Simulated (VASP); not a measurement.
# Ba3Ti3BH3O9 in VASP: a series of runs, part 2 of 2

VASP 6.6.1.

## (3) Single point, PBE

File INCAR:

```
PREC = Accurate ; ENCUT = 520
EDIFF = 1E-7 ; ISMEAR = 0
SIGMA = 0.02 ; LREAL = Auto
LASPH = T ; NELM = 60
ALGO = Normal ; ISIF = 2
LWAVE = F ; LCHARG = T
GGA = PE ; LELF = T
LVHAR = T ; NBANDS = 78
```

File KPOINTS:

```
Automatic mesh
0
Gamma
  3 3 1
```

File POSCAR:

```
Ba3Ti3BH3O9
1.0
    5.6572970000      0.0000000000      0.0000000000
   -2.8286490000      4.8993630000      0.0000000000
    0.0000000000      0.0000000000     16.7026380000
Ba Ti O B H
3 3 9 1 3
Direct
    0.0000000000      0.0000000000      0.0598707800
    0.6667991353      0.3334487170      0.1772856086
    0.3355585579      0.6683023982      0.3424055705
    0.3333333900      0.6666666600      0.1236235100
   -0.0100857041     -0.0039559452      0.2714939604
    0.6898300809      0.3463681148      0.4123261399
    0.4970667500      0.9941333300      0.0649660000
    0.0058667100      0.5029333300      0.0649660000
    0.4970667100      0.5029333300      0.0649660000
    0.1680372081      0.3286558699      0.2246752899
    0.6738782903      0.8351559121      0.2183311401
    0.1708883238      0.8438989138      0.2249925203
    0.8323022402      0.6647167503      0.3667364125
    0.3183338782      0.1704054753      0.3902401013
    0.8147047855      0.1570003822      0.3645935250
    0.2549205346      0.1836110036      0.4765893449
    0.1847584263      0.3547864807      0.4911254832
    0.1099746505     -0.0349007123      0.5086040541
    0.4914920036      0.2816398727      0.5128579307
```

Potentials or basis: VASP PAW PBE potentials, release 64 (Ba_sv, Ti_sv, O, B, H).

Command:

```console
> cat potpaw_PBE.64/Ba_sv/POTCAR potpaw_PBE.64/Ti_sv/POTCAR potpaw_PBE.64/O/POTCAR potpaw_PBE.64/B/POTCAR potpaw_PBE.64/H/POTCAR > POTCAR
> mpirun -np 1 vasp_std > vasp.out
```

OUTCAR:

```text
PREC = Accurate
   ENCUT = 520
   EDIFF = 1E-7
   ISMEAR = 0
   LREAL = Auto
   LASPH = T
   NELM = 60
   ISIF = 2
   GGA = PE

 ion  position               nearest neighbor table
   1  0.000  0.000  0.060-   7 2.83   9 2.83   8 2.83   9 2.83   8 2.83   7 2.83  11 3.09  10 3.19
                            12 3.19   4 3.44   4 3.44   4 3.44   5 3.54   2 3.81   2 3.81   2 3.81
   2  0.667  0.333  0.177-   8 2.51   9 2.51   7 2.51  12 2.90  11 2.90  10 2.92  11 2.92  10 2.96
                            12 2.98   4 3.39   4 3.39   4 3.39   5 3.60   5 3.61   5 3.67   1 3.81
   3  0.336  0.668  0.342-  12 2.57  10 2.58  11 2.65  15 2.76  13 2.85  13 2.87  14 2.88  15 2.94
                            14 3.00   6 3.37  16 3.39   5 3.42   5 3.50   5 3.51   6 3.51   6 3.52
   4  0.333  0.667  0.124-   9 1.88   8 1.88   7 1.88  11 2.30  10 2.36  12 2.37   2 3.39   2 3.39
                             2 3.39   1 3.44   1 3.44   1 3.44   3 3.65
   5  0.990  0.996  0.271-  11 1.78  10 1.81  12 1.81  15 2.27  13 2.27   3 3.42   3 3.50   3 3.51
                             1 3.54   2 3.60   2 3.61   2 3.67
   6  0.690  0.346  0.412-  13 1.74  15 1.74  14 1.86  16 2.41   3 3.37   3 3.51   3 3.52
   7  0.497  0.994  0.065-   4 1.88   2 2.51   1 2.83   1 2.83
   8  0.006  0.503  0.065-   4 1.88   2 2.51   1 2.83   1 2.83
   9  0.497  0.503  0.065-   4 1.88   2 2.51   1 2.83   1 2.83
[... 223 lines left out ...]
      5     -35.0336      2.00000
      6     -34.9627      2.00000
[... 379 lines left out ...]
     74       3.6574      0.00000
     75       3.7955      0.00000
 [bands above 75 left out]

------------------------ aborting loop because EDIFF is reached ----------------------------------------

  FORCE on cell =-STRESS in cart. coord.  units (eV):
  Direction    XX          YY          ZZ          XY          YZ          ZX
  --------------------------------------------------------------------------------------
  -------------------------------------------------------------------------------------
  Total        8.2481773      8.4580211     -2.5591376      0.8454295      0.0580649      0.1173717
  in kB       28.5453192     29.2715474     -8.8566717      2.9258652      0.2009512      0.4062004
  external PRESSURE =      16.3200650 kB  Pullay stress =       0.0000000 kB

 VOLUME and BASIS-vectors are now :
 -----------------------------------------------------------------------------
  energy-cutoff  :      520.00
  volume of cell :      462.95
      direct lattice vectors                 reciprocal lattice vectors
     5.657297000  0.000000000  0.000000000     0.176762860  0.102054101  0.000000000
    -2.828649000  4.899363000  0.000000000     0.000000000  0.204108167  0.000000000
     0.000000000  0.000000000 16.702638000     0.000000000  0.000000000  0.059870782

 POSITION                                       TOTAL-FORCE (eV/Angst)
 -----------------------------------------------------------------------------------
      0.00000      0.00000      1.00000        -0.003545     -0.002067     -1.472844
      2.82907      1.63369      2.96114         0.008218      0.003436      0.395858
      0.00796      3.27426      5.71908         0.005871      0.008017      0.233820
      0.00000      3.26624      2.06484         0.112133      0.049804     -4.530636
      2.78278      4.87998      4.53467         0.009645     -0.005251      0.144927
      2.92282      1.69698      6.88693        -0.019579      0.004380      0.152782
[... 11 lines left out ...]
     -2.10777      4.72837      8.49503         0.003289     -0.006705      0.006124
      1.98386      1.37986      8.56608         0.001625      0.000446      0.006823
 -----------------------------------------------------------------------------------
    total drift:                               -0.001282      0.002588     -0.001120

  FREE ENERGIE OF THE ION-ELECTRON SYSTEM (eV)
  ---------------------------------------------------
  free  energy   TOTEN  =      -132.5622227627 eV

  energy  without entropy=     -132.5622226806  energy(sigma->0) =     -132.56222272
```

OSZICAR:

```text
N       E                     dE             d eps       ncg     rms          rms(c)
DAV:   1     0.149726129437E+04    0.14973E+04   -0.60386E+04   836   0.151E+03
DAV:   2     0.491801886990E+02   -0.14481E+04   -0.14050E+04  1028   0.420E+02
DAV:   3    -0.150456667718E+03   -0.19964E+03   -0.19821E+03  1044   0.164E+02
DAV:   4    -0.166901237255E+03   -0.16445E+02   -0.16411E+02  1280   0.440E+01
[... 20 lines left out ...]
DAV:  25    -0.132562221615E+03   -0.23881E-05   -0.32308E-07   768   0.215E-03    0.720E-04
DAV:  26    -0.132562222288E+03   -0.67311E-06   -0.58404E-08   608   0.883E-04    0.437E-04
DAV:  27    -0.132562222568E+03   -0.27960E-06   -0.36733E-08   600   0.591E-04    0.133E-04
DAV:  28    -0.132562222728E+03   -0.16027E-06   -0.23277E-08   576   0.430E-04    0.122E-04
DAV:  29    -0.132562222763E+03   -0.34386E-07   -0.64468E-09   584   0.271E-04
   1 F= -.13256222E+03 E0= -.13256222E+03  d E =-.820821E-07
```

It took 25 min on 1 thread of AMD EPYC, shared host; peak memory 0.55 GiB.

What came out:

* Free energy: -132.5622 eV
* Largest force: 4.532 eV/Å
* Band gap on the k mesh: 0.13 eV

Forces in eV/Å, atoms in the order of the input:
```
Ba  -0.004 -0.002 -1.473
Ba   0.008  0.003  0.396
Ba   0.006  0.008  0.234
Ti   0.112  0.050 -4.531
Ti   0.010 -0.005  0.145
Ti  -0.020  0.004  0.153
O   -0.034 -1.783  1.813
O    1.489  0.866  1.881
O   -1.574  0.865  1.806
O   -0.003  0.008 -0.124
O   -0.031 -0.014 -0.097
O   -0.004 -0.001 -0.118
O   -0.006  0.095 -0.047
O   -0.036 -0.050 -0.081
O    0.114 -0.039 -0.053
B   -0.026 -0.002  0.078
H   -0.007  0.003  0.007
H    0.003 -0.007  0.006
H    0.002  0.000  0.007
```

Caveat: the k points lie up to 0.43 Å⁻¹ apart; spin-orbit coupling is left out, which moves the levels of the heavy elements.
